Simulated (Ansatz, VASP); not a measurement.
# Two plane-wave programs on PtS2

```xyz
3
Lattice="3.5432 0.0000 0.0000 -1.7716 3.0685 0.0000 0.0000 0.0000 5.0388" Properties=species:S:1:pos:R:3 pbc="T T T"
Pt    0.0290   -0.0654   -0.0526
S     0.0287    1.9798    1.1720
S     1.8002    0.9574    3.7612
```

Alike in both runs: task single point; functional r2SCAN; k mesh 6 × 6 × 4; occupations fermi-dirac, width 0.1 eV; no spin polarisation.

|  | VASP | Ansatz |
| --- | --- | --- |
| version | VASP 6.6.1 | Ansatz 0.2.0 |
| potentials or method | VASP PAW PBE potentials, release 64 (Pt, S) | plane waves, PAW |
| plane-wave cutoff (eV) | 520 | 500 |
| valence electrons in the cell | 22 | 30 |

|  | VASP | Ansatz | Ansatz less VASP |
| --- | --- | --- | --- |
| rms of the force components (eV/Å) | 0.005 | 0.004 | -0.0009 |

VASP's potentials were made for PBE, not for r2SCAN. Atom by atom the forces differ by 0.002 eV/Å (rms over components). VASP's potentials hold 22 valence electrons a cell and Ansatz's 30, so a difference there can come from the potentials and not from the codes.

Neither program's run includes spin-orbit coupling.
